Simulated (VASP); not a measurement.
Here is a VASP 6.6.1 calculation.

INCAR

```
SYSTEM = BC7
PREC     = Accurate       ! precision mode
ENCUT    = 520            ! plane-wave cutoff, eV
EDIFF    = 1E-7           ! SCF threshold, eV
ISMEAR   = 0              ! smearing method
SIGMA    = 0.02           ! smearing width, eV
LREAL    = .False.        ! projectors in reciprocal space
LASPH    = .True.         ! aspherical terms in the spheres
NELM     = 80             ! most SCF steps
ALGO     = Normal         ! electronic algorithm
ISIF     = 2              ! what is computed and relaxed
LWAVE    = .False.        ! write WAVECAR
LCHARG   = .True.         ! write CHGCAR
GGA      = PE             ! functional
LELF     = .True.         ! ELF
LVHAR    = .True.       
NBANDS   = 26             ! bands
```

KPOINTS

```
regular mesh
0
Gamma
  9 9 9
  0 0 0
```

File POSCAR:

```
BC7
1.0
    3.6201530000      0.0000000000      0.0000000000
    0.0000000000      3.6201530000      0.0000000000
    0.0000000000      0.0000000000      3.6201530000
C B
7 1
Direct
    0.2547790000      0.2547790000      0.2824021419
    0.2547790000      0.7452210000      0.7452210000
    0.7452210000      0.2547790000      0.7452210000
    0.7452210000      0.7452210000      0.2547790000
    0.5000000000      0.0000000000      0.5000000000
    0.5000000000      0.5000000000      0.0000000000
    0.0000000000      0.5000000000      0.5000000000
    0.0000000000      0.0000000000      0.0000000000
```

Potentials or basis: VASP PAW PBE potentials, release 64 (C, B).

Launch:

```console
$ cat potpaw_PBE.64/C/POTCAR potpaw_PBE.64/B/POTCAR > POTCAR
$ mpirun -np 1 vasp_std > vasp.out
```

Q: Predict the largest force.

A: 3.350 eV/Å.

Q: What does it give for the pressure?

A: 1.2 GPa.

Forces in eV/Å, atoms in the order of the input:
```
C   -0.061 -0.061 -3.349
C   -0.012  0.109  0.885
C    0.109 -0.012  0.885
C    0.012  0.012 -0.034
C    0.230 -0.315  0.614
C   -0.151 -0.151  0.213
C   -0.315  0.230  0.614
B    0.189  0.189  0.171
```

Caveat: forces of over 1 eV/Å act on the atoms, so gaps and moduli don't describe the material at rest.
